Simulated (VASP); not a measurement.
## Hf: single point with PBEsol

Hf:

```
CELL_PARAMETERS angstrom
3.14251 0.00000 0.00000
-1.57125 2.72149 0.00000
0.00000 0.00000 4.97206
ATOMIC_POSITIONS crystal
Hf 0.33333 0.66667 0.25000
Hf 0.66667 0.33333 0.75000
```

| Item | Value |
| --- | --- |
| Program | VASP 6.6.1 |
| Task | single point |
| Functional | PBEsol |
| Potentials or basis | VASP PAW PBE potentials, release 64 (Hf_pv) |
| Cutoff | 500 eV |
| k mesh | 12 × 12 × 7 |
| Occupations | methfessel-paxton, width 0.15 eV |
| Spin | no spin polarisation |

```yaml
Pressure: 1.6 GPa
Band_gap_on_the_k_mesh: zero (band 10 reaches 6.29 eV, above the bottom of band 11 at 4.84 eV)
```

Stress tensor (GPa, compression positive):
```
1.63 0.00 0.00
0.00 1.63 0.00
0.00 0.00 1.51
```

Levels at points of the mesh, in eV from the Fermi level:
| k point | band 7 | band 8 | band 9 | band 10 | band 11 | band 12 | band 13 | band 14 |
| --- | --- | --- | --- | --- | --- | --- | --- | --- |
| (0.00, 0.00, 0.00) | -7.57 | -3.89 | 0.85 | 1.16 | 1.16 | 1.46 | 2.04 | 2.04 |
| (0.50, 0.00, 0.00) | -3.46 | -2.96 | -2.41 | -0.71 | 0.75 | 0.92 | 1.75 | 6.21 |

Run time: 29 s on 1 thread of Intel(R) Xeon(R) Platinum 8375C CPU @ 2.90GHz (Ice Lake) (shared host), peak memory 0.18 GiB.

Caveat: the PAW data sets were made with another functional, which shifts forces and pressure a little; spin-orbit coupling is left out, which moves the levels of the heavy elements.
